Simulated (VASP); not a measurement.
# PbS in VASP: further runs

PbS is run at these levels: PBE; tasks: single point.

Everything below comes from runs of VASP 6.6.1. Logs are shortened: lines on timing, memory, paths and dates and some standing lists are left out, and cuts for length are marked.

**1. The cell of the first run**

The structure is trigonal, space group R3m (No. 160). Conventional cell: a = 4.225 Å, b = 4.225 Å, c = 10.356 Å, α = 90.00°, β = 90.00°, γ = 120.00°. Pb (site symmetry 3m) has 6 S at 2.96 to 3.02 Å within 3.9 Å. Within 3.9 Å of S (site symmetry 3m) lie 6 Pb at 2.96 to 3.02 Å.

**2. Single point, PBE**

INCAR

```
PREC = Accurate
ENCUT = 520
EDIFF = 1E-6
ISMEAR = 0
SIGMA = 0.05
LREAL = False
LASPH = True
NELM = 100
ALGO = Normal
ISIF = 2
LWAVE = False
LCHARG = False
GGA = PE
NELECT = 20.1
NBANDS = 17
```

KPOINTS

```
Automatic mesh
0
Gamma
  9 9 9
```

POSCAR

```
PbS
1.0
    2.1126617058      1.2197458045      3.4519162518
   -2.1126617058      1.2197458045      3.4519162518
    0.0000000000     -2.4394916091      3.4519162518
Pb S
1 1
Direct
    0.9805657800      0.9805657800      0.9805657800
    0.4750355500      0.4750355500      0.4750355500
```

Potentials or basis: VASP PAW PBE potentials, release 64 (Pb_d, S).

Command:

```sh
> cat potpaw_PBE.64/Pb_d/POTCAR potpaw_PBE.64/S/POTCAR > POTCAR
> mpirun -np 1 vasp_std > vasp.out
```

OUTCAR:

```text
PREC = Accurate
   ENCUT = 520
   EDIFF = 1E-6
   ISMEAR = 0
   LREAL = False
   LASPH = True
   NELM = 100
   ISIF = 2
   GGA = PE
   NELECT = 20.1

 ion  position               nearest neighbor table
   1  0.981  0.981  0.981-   2 2.96   2 2.96   2 2.96   2 3.02   2 3.02   2 3.02
   2  0.475  0.475  0.475-   1 2.96   1 2.96   1 2.96   1 3.02   1 3.02   1 3.02

  LATTYP: Found a trigonal (rhomboedric) cell.
 ALAT       =     4.2269191050
 COS(alpha) =     0.5003774362

  Lattice vectors:

 A1 = (   2.1126617058,   1.2197458045,   3.4519162518)
 A2 = (  -2.1126617058,   1.2197458045,   3.4519162518)
 A3 = (   0.0000000000,  -2.4394916091,   3.4519162518)

Analysis of symmetry for initial positions (statically):
=====================================================================
 Subroutine PRICEL returns:
 Original cell was already a primitive cell.

 Routine SETGRP: Setting up the symmetry group for a
 trigonal (rhombohedral) supercell.

 Subroutine GETGRP returns: Found  6 space group operations
 (whereof  6 operations were pure point group operations)
 out of a pool of 12 trial point group operations.

The static configuration has the point symmetry C_3v.

Analysis of symmetry for dynamics (positions and initial velocities):
=====================================================================
 Subroutine PRICEL returns:
 Original cell was already a primitive cell.

 Routine SETGRP: Setting up the symmetry group for a
 trigonal (rhombohedral) supercell.

 Subroutine GETGRP returns: Found  6 space group operations
 (whereof  6 operations were pure point group operations)
 out of a pool of 12 trial point group operations.

The dynamic configuration has the point symmetry C_3v.

 Subroutine INISYM returns: Found  6 space group operations
 (whereof  6 operations are pure point group operations),
 and found     1 'primitive' translations

----------------------------------------------------------------------------------------

                                     Primitive cell

  volume of cell :      53.3717

  direct lattice vectors                    reciprocal lattice vectors
     2.112661706  1.219745805  3.451916252     0.236668274  0.136640492  0.096564722
    -2.112661706  1.219745805  3.451916252    -0.236668274  0.136640492  0.096564722
     0.000000000 -2.439491609  3.451916252     0.000000000 -0.273280984  0.096564722

  length of vectors
     4.226919105  4.226919105  4.226919105     0.289840028  0.289840028  0.289840028

[... 79 lines left out ...]
   NELM   =    100;   NELMIN=  2; NELMDL= -5     # of ELM steps
   EDIFF  = 0.1E-05   stopping-criterion for ELM
   LREAL  =      F    real-space projection
   EDIFFG = 0.1E-04   stopping-criterion for IOM
   NSW    =      0    number of steps for IOM
   IBRION =     -1    ionic relax: 0-MD 1-quasi-New 2-CG
   NFREE  =      0    steps in history (QN), initial steepest desc. (CG)
   ISIF   =      2    stress and relaxation
   ISYM   =      2    0-nonsym 1-usesym 2-fastsym
   POTIM  = 0.5000    time-step for ionic-motion
   TEBEG  =    0.0;   TEEND  =   0.0 temperature during run
   PSTRESS=    0.0 pullay stress
   NELECT =      20.1000    total number of electrons
   NUPDOWN=      -1.0000    fix difference up-down
   EMIN   =  10.00;   EMAX   =-10.00  energy-range for DOS
   EFERMI =   0.00;   METHOD = LEGACY
   ISMEAR =     0;   SIGMA  =   0.05  broadening in eV -4-tet -1-fermi 0-gaus
   EFERMI_NEDOS =   21; number of points for ismear=-14 and -15
   IALGO  =     38    algorithm
   IMIX   =      4    mixing-type and parameters
     AMIX     =   0.40;   BMIX     =  1.00
     AMIX_MAG =   1.60;   BMIX_MAG =  1.00
  volume/ion in A,a.u.               =      26.69       180.08
  Fermi-wavevector in a.u.,A,eV,Ry     =   1.182233  2.234097 19.016536  1.397676
  Thomas-Fermi vector in A             =   2.318492
   LORBIT       =      0    0 simple, 1 ext, 2 COOP (PROOUT), +10 PAW based schemes
   GGA     = PE    functional components
   LHFCALC =     F    Hartree Fock is set to
   AEXX    =    0.0000 exact exchange contribution
   IVDW    =     0    specifies the selected vdW correction
   LEPSILON=     F    determine dielectric tensor
   LRPA    =     F    only Hartree local field effects (RPA)
 non-spin polarized calculation
 Gauss-broadening in eV      SIGMA  =   0.05
  energy-cutoff  :      520.00
  volume of cell :       53.37
 maximum number of plane-waves:      1459
   NGX = 15   NGY = 15   NGZ = 15

 number of electron      20.1000002 magnetization

 Free energy of the ion-electron system (eV)
  ---------------------------------------------------
  ext. energy  EPLUGINS =         0.00000000
  ---------------------------------------------------
  free energy    TOTEN  =        -8.12425297 eV

  energy without entropy =       -8.12248679  energy(sigma->0) =       -8.12336988

 E-fermi :   6.5165     XC(G=0):  -9.6309

 val. band max:        6.5154277306   @ k =   0.4444   0.3333   0.3333
 cond. band min:       6.5174458469   @ k =  -0.3333   0.1111   0.0000
 fundamental gap:      0.0020181163
 Fermi energy:         6.5165185490

 k-point     1 :       0.0000    0.0000    0.0000
  band No.  band energies     occupation
      1     -11.2599      2.00000
      2     -11.2598      2.00000
      3     -11.2598      2.00000
      4     -11.2441      2.00000
      5     -11.2441      2.00000
      6      -7.9017      2.00000
[... 457 lines left out ...]
      4     -11.2054      2.00000
      5     -11.2053      2.00000
      6      -6.3820      2.00000
[... 9 lines left out ...]
     16      17.6066      0.00000
     17      17.7341      0.00000

 [... further k-points ...]

------------------------ aborting loop because EDIFF is reached ----------------------------------------

  FORCE on cell =-STRESS in cart. coord.  units (eV):
  Direction    XX          YY          ZZ          XY          YZ          ZX
  --------------------------------------------------------------------------------------
  -------------------------------------------------------------------------------------
  Total        1.3897986      1.3897986      1.3864245      0.0000000     -0.0000000      0.0000000
  in kB       41.7207065     41.7207065     41.6194191      0.0000000     -0.0000000      0.0000000
  external PRESSURE =      41.6869440 kB  Pullay stress =       0.0000000 kB

 VOLUME and BASIS-vectors are now :
 -----------------------------------------------------------------------------
  energy-cutoff  :      520.00
  volume of cell :       53.37
      direct lattice vectors                 reciprocal lattice vectors
     2.112661706  1.219745805  3.451916252     0.236668274  0.136640492  0.096564722
    -2.112661706  1.219745805  3.451916252    -0.236668274  0.136640492  0.096564722
     0.000000000 -2.439491609  3.451916252     0.000000000 -0.273280984  0.096564722

 POSITION                                       TOTAL-FORCE (eV/Angst)
 -----------------------------------------------------------------------------------
      0.00000     -0.00000     10.15449         0.000000      0.000000     -0.038881
      0.00000     -0.00000      4.91935         0.000000     -0.000000      0.038881
 -----------------------------------------------------------------------------------
    total drift:                                0.000000     -0.000000     -0.000073

  FREE ENERGIE OF THE ION-ELECTRON SYSTEM (eV)
  ---------------------------------------------------
  free  energy   TOTEN  =        -8.1242529742 eV

  energy  without entropy=       -8.1224867920  energy(sigma->0) =       -8.12336988
```

Run time: 29 s. Hardware: 1 thread of Intel Xeon Platinum 8488C (Sapphire Rapids), shared host; peak memory 0.22 GiB.

What came out:

| Property | Result |
| --- | --- |
| Free energy | -8.1243 eV |
| Largest force | 0.039 eV/Å |

Forces in eV/Å, atoms in the order of the input:
```
Pb   0.000  0.000 -0.039
S    0.000  0.000  0.039
```

Caveat: the cell carries a net charge on a neutralising background, which shifts energy and pressure; the cell is charged against a uniform background, so pressure and absolute levels hang on convention; this odd mesh misses L, so gap, dielectric constants and Born charges aren't listed; spin-orbit coupling is left out, which moves the levels of the heavy elements.

**3. Single point, PBE**

This run uses another cell than the first one, of 32.02 Å³/atom.

INCAR

```
SYSTEM = PbS
PREC = Accurate
ENCUT = 520
EDIFF = 1E-7
ISMEAR = 0
SIGMA = 0.05
LREAL = .FALSE.
LASPH = .TRUE.
NELM = 60
ALGO = Normal
ISIF = 2
LWAVE = .FALSE.
LCHARG = .FALSE.
GGA = PE
NBANDS = 17
```

KPOINTS

```
regular mesh
0
G
  9 9 9
  0 0 0
```

POSCAR

```
PbS
1.0
    2.2450380655      1.2961733314      3.6682083851
   -2.2450380655      1.2961733314      3.6682083851
    0.0000000000     -2.5923466629      3.6682083851
Pb S
1 1
Direct
    0.9805657800      0.9805657800      0.9805657800
    0.4750355500      0.4750355500      0.4750355500
```

Potentials or basis: VASP PAW PBE potentials, release 64 (Pb_d, S).

Command:

```sh
> cat potpaw_PBE.64/Pb_d/POTCAR potpaw_PBE.64/S/POTCAR > POTCAR
> mpirun -np 1 vasp_std > vasp.out
```

Wall time 57 s (1 thread of Intel Xeon Platinum 8488C (Sapphire Rapids), shared host); peak memory 0.26 GiB.

It converged, with:

```yaml
Free_energy: -8.5550 eV
Pressure: -6.1 GPa
Largest_force: 0.065 eV/Å
```

Forces on the atoms (eV/Å):
```
Pb   0.000  0.000  0.065
S    0.000  0.000 -0.065
```

Levels at points of the mesh, in eV from the Fermi level:
```csv
k point,band 7,band 8,band 9,band 10,band 11,band 12,band 13,band 14
"(0.00, 0.00, 0.00)",-6.42,-1.30,-1.30,-1.30,4.54,4.55,4.55,7.13
```

Caveat: this odd mesh misses L, so gap, dielectric constants and Born charges aren't listed; the cell stands under tension; spin-orbit coupling is left out, which moves the levels of the heavy elements.

**4. Single point, PBE**

INCAR

```
SYSTEM = PbS
PREC = Accurate
ENCUT = 520
EDIFF = 1E-6
ISMEAR = 0
SIGMA = 0.05
LREAL = .False.
LASPH = .True.
NELM = 80
ALGO = Normal
ISIF = 2
LWAVE = .False.
LCHARG = .False.
GGA = PE
NBANDS = 17
```

KPOINTS

```
Automatic mesh
0
Gamma
  9 9 9
  0 0 0
```

POSCAR

```
PbS
1.0
    2.1126617058      1.2197458045      3.4519162518
   -2.1126617058      1.2197458045      3.4519162518
    0.0000000000     -2.4394916091      3.4519162518
Pb S
1 1
Direct
    0.9805657800      0.9805657800      0.9805657800
    0.4987023774      0.4513687226      0.4750355500
```

Potentials or basis: VASP PAW PBE potentials, release 64 (Pb_d, S).

Command:

```sh
> cat potpaw_PBE.64/Pb_d/POTCAR potpaw_PBE.64/S/POTCAR > POTCAR
> mpirun -np 1 vasp_std > vasp.out
```

OUTCAR:

```text
SYSTEM = PbS
   PREC = Accurate
   ENCUT = 520
   EDIFF = 1E-6
   ISMEAR = 0
   LREAL = .False.
   LASPH = .True.
   NELM = 80
   ISIF = 2
   GGA = PE

 ion  position               nearest neighbor table
   1  0.981  0.981  0.981-   2 2.88   2 2.95   2 2.96   2 3.02   2 3.03   2 3.09
   2  0.499  0.451  0.475-   1 2.88   1 2.95   1 2.96   1 3.02   1 3.03   1 3.09

  LATTYP: Found a trigonal (rhomboedric) cell.
 ALAT       =     4.2269191050
 COS(alpha) =     0.5003774362

  Lattice vectors:

 A1 = (   2.1126617058,   1.2197458045,   3.4519162518)
[... 667 lines left out ...]

  FORCE on cell =-STRESS in cart. coord.  units (eV):
  Direction    XX          YY          ZZ          XY          YZ          ZX
  --------------------------------------------------------------------------------------
  -------------------------------------------------------------------------------------
  Total        0.3659077      0.3000368      0.3192929      0.0234328     -0.0204783     -0.0543248
  in kB       10.9842736      9.0068786      9.5849329      0.7034352     -0.6147442     -1.6307902
  external PRESSURE =       9.8586950 kB  Pullay stress =       0.0000000 kB

 VOLUME and BASIS-vectors are now :
 -----------------------------------------------------------------------------
  energy-cutoff  :      520.00
  volume of cell :       53.37
      direct lattice vectors                 reciprocal lattice vectors
     2.112661706  1.219745805  3.451916252     0.236668274  0.136640492  0.096564722
    -2.112661706  1.219745805  3.451916252    -0.236668274  0.136640492  0.096564722
     0.000000000 -2.439491609  3.451916252     0.000000000 -0.273280984  0.096564722

 POSITION                                       TOTAL-FORCE (eV/Angst)
 -----------------------------------------------------------------------------------
      0.00000     -0.00000     10.15449         0.048935      0.001860     -0.028491
      0.10000     -0.00000      4.91935        -0.048935     -0.001860      0.028491
 -----------------------------------------------------------------------------------
    total drift:                                0.000073      0.000063     -0.000059

  FREE ENERGIE OF THE ION-ELECTRON SYSTEM (eV)
  ---------------------------------------------------
  free  energy   TOTEN  =        -8.7647767626 eV

  energy  without entropy=       -8.7647767626  energy(sigma->0) =       -8.76477676
```

OSZICAR:

```text
N       E                     dE             d eps       ncg     rms          rms(c)
DAV:   1     0.155174271444E+03    0.15517E+03   -0.94307E+03 12418   0.127E+03
DAV:   2     0.317980208984E+01   -0.15199E+03   -0.14639E+03 13157   0.314E+02
DAV:   3    -0.895212286488E+01   -0.12132E+02   -0.12014E+02 16128   0.920E+01
DAV:   4    -0.925311063917E+01   -0.30099E+00   -0.30069E+00 15963   0.159E+01
DAV:   5    -0.926397073544E+01   -0.10860E-01   -0.10859E-01 18485   0.298E+00    0.451E+00
DAV:   6    -0.876001002988E+01    0.50396E+00   -0.14472E+00 19362   0.804E+00    0.318E+00
DAV:   7    -0.876136571614E+01   -0.13557E-02   -0.14660E-01 15270   0.190E+00    0.184E+00
DAV:   8    -0.876509853742E+01   -0.37328E-02   -0.16973E-02 14721   0.138E+00    0.268E-01
DAV:   9    -0.876456684659E+01    0.53169E-03   -0.35879E-03 20211   0.509E-01    0.913E-02
DAV:  10    -0.876476397654E+01   -0.19713E-03   -0.39445E-04 14503   0.115E-01    0.520E-02
DAV:  11    -0.876477586734E+01   -0.11891E-04   -0.53524E-05 17530   0.781E-02    0.165E-02
DAV:  12    -0.876477676259E+01   -0.89524E-06   -0.34625E-06 16098   0.179E-02
   1 F= -.87647768E+01 E0= -.87647768E+01  d E =-.377233E-14
```

stdout:

```text
POSCAR found type information on POSCAR PbS
 POSCAR found :  2 types and       2 ions
 scaLAPACK will be used
 LDA part: xc-table for (Slater+PW92), standard interpolation
 POSCAR, INCAR and KPOINTS ok, starting setup
 FFT: planning ... GRIDC
 FFT: planning ... GRID_SOFT
 FFT: planning ... GRID
 WAVECAR not read
 entering main loop
```

Run time: 1.8 min. Hardware: 1 thread of Intel Xeon Platinum 8488C (Sapphire Rapids), shared host; peak memory 0.42 GiB.

What came out:

| Item | Value |
| --- | --- |
| Free energy | -8.7648 eV |
| Pressure | 1.0 GPa |
| Largest force | 0.057 eV/Å |
| Band gap on the k mesh | 0.83 eV |

Forces on the atoms (eV/Å):
```
Pb   0.049  0.002 -0.028
S   -0.049 -0.002  0.028
```

Levels at points of the mesh, in eV from the valence-band top:
| k point | band 8 | band 9 | band 10 | band 11 | band 12 | band 13 |
| --- | --- | --- | --- | --- | --- | --- |
| (0.00, 0.00, 0.00) | -1.90 | -1.87 | -1.86 | 5.22 | 5.25 | 5.34 |

Caveat: spin-orbit coupling is left out, which moves the levels of the heavy elements.
